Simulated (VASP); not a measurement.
# Hf (P6_3/mmc) in VASP: a series of runs

The runs below take Hf through single point, with PBEsol.

All numbers are computed with VASP 6.6.1; they aren't measurements. Logs are shortened: lines on timing, memory, paths and dates and some standing lists are left out, and cuts for length are marked.

### Step 1. The cell of the first run

It takes space group P6_3/mmc (No. 194, hexagonal). Conventional cell: a = 3.239 Å, b = 3.239 Å, c = 5.296 Å, α = 90.00°, β = 90.00°, γ = 120.00°. Hf (site symmetry -6m2) has 12 Hf at 3.24 Å within 4.3 Å.

### Step 2. Single point, PBEsol

Contents of INCAR:

```
PREC = Accurate ; ENCUT = 520
EDIFF = 1E-6 ; ISMEAR = 0
SIGMA = 0.15 ; LREAL = F
LASPH = T ; NELM = 100
ALGO = Fast ; ISIF = 2
LWAVE = F ; LCHARG = F
GGA = PS ; NBANDS = 17
```

Contents of KPOINTS:

```
regular mesh
0
Gamma
  18 18 10
```

Contents of POSCAR:

```
Hf
1.0
    3.2393000000      0.0000000000      0.0000000000
   -1.6196500000      2.8053160905      0.0000000000
    0.0000000000      0.0000000000      5.2960000000
Hf
2
Direct
    0.3333333333      0.6666666667      0.2500000000
    0.6666666667      0.3333333333      0.7500000000
```

Potentials or basis: VASP PAW PBE potentials, release 64 (Hf_pv).

Started as:

```bash
cat potpaw_PBE.64/Hf_pv/POTCAR > POTCAR
mpirun -np 1 vasp_std > vasp.out
```

OUTCAR:

```text
PREC = Accurate
   ENCUT = 520
   EDIFF = 1E-6
   ISMEAR = 0
   LREAL = F
   LASPH = T
   NELM = 100
   ISIF = 2
   GGA = PS

 ion  position               nearest neighbor table
   1  0.333  0.667  0.250-   2 3.24   2 3.24   2 3.24   2 3.24   2 3.24   2 3.24
   2  0.667  0.333  0.750-   1 3.24   1 3.24   1 3.24   1 3.24   1 3.24   1 3.24

  LATTYP: Found a hexagonal cell.
 ALAT       =     3.2393000000
 C/A-ratio  =     1.6349211249

  Lattice vectors:

 A1 = (   3.2393000000,   0.0000000000,   0.0000000000)
 A2 = (  -1.6196500000,   2.8053160905,   0.0000000000)
 A3 = (   0.0000000000,   0.0000000000,   5.2960000000)

Analysis of symmetry for initial positions (statically):
=====================================================================
 Subroutine PRICEL returns:
 Original cell was already a primitive cell.

 Routine SETGRP: Setting up the symmetry group for a
 hexagonal supercell.

 Subroutine GETGRP returns: Found 24 space group operations
 (whereof 12 operations were pure point group operations)
 out of a pool of 24 trial point group operations.

The static configuration has the point symmetry D_3d.
 The point group associated with its full space group is D_6h.

Analysis of symmetry for dynamics (positions and initial velocities):
=====================================================================
 Subroutine PRICEL returns:
 Original cell was already a primitive cell.

 Routine SETGRP: Setting up the symmetry group for a
 hexagonal supercell.

 Subroutine GETGRP returns: Found 24 space group operations
 (whereof 12 operations were pure point group operations)
 out of a pool of 24 trial point group operations.

The dynamic configuration has the point symmetry D_3d.
 The point group associated with its full space group is D_6h.

 Subroutine INISYM returns: Found 24 space group operations
 (whereof 12 operations are pure point group operations),
 and found     1 'primitive' translations

----------------------------------------------------------------------------------------

                                     Primitive cell

  volume of cell :      48.1261

  direct lattice vectors                    reciprocal lattice vectors
     3.239300000  0.000000000  0.000000000     0.308708672  0.178233035  0.000000000
    -1.619650000  2.805316090  0.000000000     0.000000000  0.356466069  0.000000000
     0.000000000  0.000000000  5.296000000     0.000000000  0.000000000  0.188821752

  length of vectors
     3.239300000  3.239300000  5.296000000     0.356466069  0.356466069  0.188821752

  position of ions in fractional coordinates (direct lattice)
     0.333333333  0.666666667  0.250000000
     0.666666667  0.333333333  0.750000000

  ion indices of the primitive-cell ions
   primitive index   ion index
                 1           1
                 2           2

----------------------------------------------------------------------------------------

 KPOINTS: regular mesh

Automatic generation of k-mesh.
 Grid dimensions read from file:
 generate k-points for:   18   18   10

 Generating k-lattice:

  Cartesian coordinates                     Fractional coordinates (reciprocal lattice)
     0.017150482  0.009901835  0.000000000     0.055555556 -0.000000000  0.000000000
     0.000000000  0.019803671  0.000000000     0.000000000  0.055555556  0.000000000
     0.000000000  0.000000000  0.018882175     0.000000000  0.000000000  0.100000000

  Length of vectors
     0.019803671  0.019803671  0.018882175

  Shift w.r.t. Gamma in fractional coordinates (k-lattice)
     0.000000000  0.000000000  0.000000000

 Subroutine IBZKPT returns following result:
 ===========================================

 Found    222 irreducible k-points:

 Following reciprocal coordinates:
            Coordinates               Weight
  0.000000  0.000000  0.000000      1.000000
  0.055556 -0.000000  0.000000      6.000000
  0.111111 -0.000000  0.000000      6.000000
  0.166667  0.000000  0.000000      6.000000
  0.222222  0.000000  0.000000      6.000000
  0.277778  0.000000  0.000000      6.000000
[... 16 lines left out ...]
  0.333333  0.111111  0.000000     12.000000
  0.388889  0.111111  0.000000     12.000000
 [... further k-points ...]
   k-points           NKPTS =    222   k-points in BZ     NKDIM =    222   number of bands    NBANDS=     17
   number of dos      NEDOS =    301   number of ions     NIONS =      2
   total plane-waves  NPLWV =  23040
   dimension x,y,z NGX =    24 NGY =   24 NGZ =   40
   dimension x,y,z NGXF=    48 NGYF=   48 NGZF=   80
   ions per type =               2
   NGX,Y,Z   is equivalent  to a cutoff of  12.32, 12.32, 12.56 a.u.
   NGXF,Y,Z  is equivalent  to a cutoff of  24.63, 24.63, 25.11 a.u.
 SYSTEM =  unknown system
   PREC   = accura    normal or accurate (medium, high low for compatibility)
   ISTART =      0    job   : 0-new  1-cont  2-samecut
   ICHARG =      2    charge: 1-file 2-atom 10-const
   ISPIN  =      1    spin polarized calculation?
   LNONCOLLINEAR =      F non collinear calculations
   LSORBIT =      F    spin-orbit coupling
   LASPH  =      T    aspherical Exc in radial PAW
   ENCUT  =  520.0 eV  38.22 Ry    6.18 a.u.   6.02  6.02  9.85*2*pi/ulx,y,z
   NELM   =    100;   NELMIN=  2; NELMDL= -5     # of ELM steps
   EDIFF  = 0.1E-05   stopping-criterion for ELM
   LREAL  =      F    real-space projection
   EDIFFG = 0.1E-04   stopping-criterion for IOM
   NSW    =      0    number of steps for IOM
   IBRION =     -1    ionic relax: 0-MD 1-quasi-New 2-CG
   NFREE  =      0    steps in history (QN), initial steepest desc. (CG)
   ISIF   =      2    stress and relaxation
   ISYM   =      2    0-nonsym 1-usesym 2-fastsym
   POTIM  = 0.5000    time-step for ionic-motion
   TEBEG  =    0.0;   TEEND  =   0.0 temperature during run
   PSTRESS=    0.0 pullay stress
   NELECT =      20.0000    total number of electrons
   NUPDOWN=      -1.0000    fix difference up-down
   EMIN   =  10.00;   EMAX   =-10.00  energy-range for DOS
   EFERMI =   0.00;   METHOD = LEGACY
   ISMEAR =     0;   SIGMA  =   0.15  broadening in eV -4-tet -1-fermi 0-gaus
   EFERMI_NEDOS =   21; number of points for ismear=-14 and -15
   IALGO  =     68    algorithm
   IMIX   =      4    mixing-type and parameters
     AMIX     =   0.40;   BMIX     =  1.00
     AMIX_MAG =   1.60;   BMIX_MAG =  1.00
  volume/ion in A,a.u.               =      24.06       162.39
  Fermi-wavevector in a.u.,A,eV,Ry     =   1.221681  2.308642 20.306759  1.492505
  Thomas-Fermi vector in A             =   2.356855
   LORBIT       =      0    0 simple, 1 ext, 2 COOP (PROOUT), +10 PAW based schemes
   GGA     = PS    functional components
   LHFCALC =     F    Hartree Fock is set to
   AEXX    =    0.0000 exact exchange contribution
   IVDW    =     0    specifies the selected vdW correction
   LEPSILON=     F    determine dielectric tensor
   LRPA    =     F    only Hartree local field effects (RPA)
 non-spin polarized calculation
 RMM-DIIS sequential band-by-band and
 Gauss-broadening in eV      SIGMA  =   0.15
  energy-cutoff  :      520.00
  volume of cell :       48.13
 maximum number of plane-waves:      1320
   NGX = 13   NGY = 13   NGZ = 19

 number of electron      19.9999996 magnetization

 Free energy of the ion-electron system (eV)
  ---------------------------------------------------
  ext. energy  EPLUGINS =         0.00000000
  ---------------------------------------------------
  free energy    TOTEN  =       -20.82171317 eV

  energy without entropy =      -20.80291021  energy(sigma->0) =      -20.81231169

 E-fermi :   4.2625     XC(G=0): -11.0624

 val. band max:        4.2423958070   @ k =   0.1111   0.1111   0.4000
 cond. band min:       4.2666510754   @ k =   0.2778   0.2778   0.4000
 fundamental gap:      0.0242552684
 Fermi energy:         4.2624506472

 k-point     1 :       0.0000    0.0000    0.0000
  band No.  band energies     occupation
      1     -26.8033      2.00000
      2     -26.2172      2.00000
      3     -26.2172      2.00000
      4     -26.1723      2.00000
      5     -26.1318      2.00000
      6     -26.1318      2.00000
[... 9 lines left out ...]
     16       6.9696      0.00000
     17       9.2513      0.00000

 k-point     2 :       0.0556   -0.0000    0.0000
  band No.  band energies     occupation
      1     -26.7971      2.00000
      2     -26.2321      2.00000
      3     -26.2219      2.00000
      4     -26.1746      2.00000
      5     -26.1474      2.00000
      6     -26.1342      2.00000
[... 9 lines left out ...]
     16       6.8849      0.00000
     17       9.3184      0.00000

 k-point     3 :       0.1111   -0.0000    0.0000
  band No.  band energies     occupation
      1     -26.7788      2.00000
      2     -26.2750      2.00000
      3     -26.2353      2.00000
      4     -26.1918      2.00000
      5     -26.1817      2.00000
      6     -26.1411      2.00000
[... 9 lines left out ...]
     16       6.6662      0.00000
     17       9.9233      0.00000

 k-point     4 :       0.1667    0.0000    0.0000
  band No.  band energies     occupation
      1     -26.7497      2.00000
      2     -26.3407      2.00000
      3     -26.2586      2.00000
      4     -26.2554      2.00000
      5     -26.1936      2.00000
      6     -26.1520      2.00000
[... 9 lines left out ...]
     16       6.8413      0.00000
     17       9.6295      0.00000
[... 343 lines left out ...]
      1     -26.6065      2.00000
      2     -26.5789      2.00000
      3     -26.5088      2.00000
      4     -26.3434      2.00000
      5     -26.2661      2.00000
      6     -26.2287      2.00000
[... 9 lines left out ...]
     16       9.1867      0.00000
     17       9.7593      0.00000

 k-point    23 :       0.3333    0.1111    0.0000
  band No.  band energies     occupation
      1     -26.6389      2.00000
      2     -26.5617      2.00000
      3     -26.5536      2.00000
      4     -26.3706      2.00000
      5     -26.2945      2.00000
      6     -26.2436      2.00000
[... 9 lines left out ...]
     16       9.7814      0.00000
     17       9.9412      0.00000

 k-point    24 :       0.3889    0.1111    0.0000
  band No.  band energies     occupation
      1     -26.6779      2.00000
      2     -26.5828      2.00000
      3     -26.5257      2.00000
      4     -26.3882      2.00000
      5     -26.3199      2.00000
      6     -26.2533      2.00000
[... 9 lines left out ...]
     16       9.7912      0.00000
     17      10.5902      0.00000

 [... further k-points ...]
[... 5 lines left out ...]
  --------------------------------------------------------------------------------------
  -------------------------------------------------------------------------------------
  Total       -2.7949736     -2.7949736     -3.9009062      0.0000000      0.0000000      0.0000000
  in kB      -93.0480654    -93.0480654   -129.8659032      0.0000000      0.0000000      0.0000000
  external PRESSURE =    -105.3206780 kB  Pullay stress =       0.0000000 kB

 VOLUME and BASIS-vectors are now :
 -----------------------------------------------------------------------------
  energy-cutoff  :      520.00
  volume of cell :       48.13
      direct lattice vectors                 reciprocal lattice vectors
     3.239300000  0.000000000  0.000000000     0.308708672  0.178233035  0.000000000
    -1.619650000  2.805316090  0.000000000     0.000000000  0.356466069  0.000000000
     0.000000000  0.000000000  5.296000000     0.000000000  0.000000000  0.188821752

 POSITION                                       TOTAL-FORCE (eV/Angst)
 -----------------------------------------------------------------------------------
     -0.00000      1.87021      1.32400         0.000000     -0.000000      0.000000
      1.61965      0.93511      3.97200        -0.000000      0.000000      0.000000
 -----------------------------------------------------------------------------------
    total drift:                               -0.000000      0.000000     -0.000000

  FREE ENERGIE OF THE ION-ELECTRON SYSTEM (eV)
  ---------------------------------------------------
  free  energy   TOTEN  =       -20.8217131698 eV

  energy  without entropy=      -20.8029102147  energy(sigma->0) =      -20.81231169
```

Wall time 1.8 min (1 thread of AMD EPYC 9R45 (Zen 5), shared host); peak memory 0.24 GiB.

What came out:

```yaml
Free_energy: -20.8217 eV
Pressure: -10.5 GPa
Band_gap_on_the_k_mesh: zero (bands 10 and 11 overlap by 1.54 eV)
```

Caveat: the cell stands under tension; the PAW data sets were made with another functional, which shifts forces and pressure a little; spin-orbit coupling is left out, which moves the levels of the heavy elements.

[end of part 1 of 2]
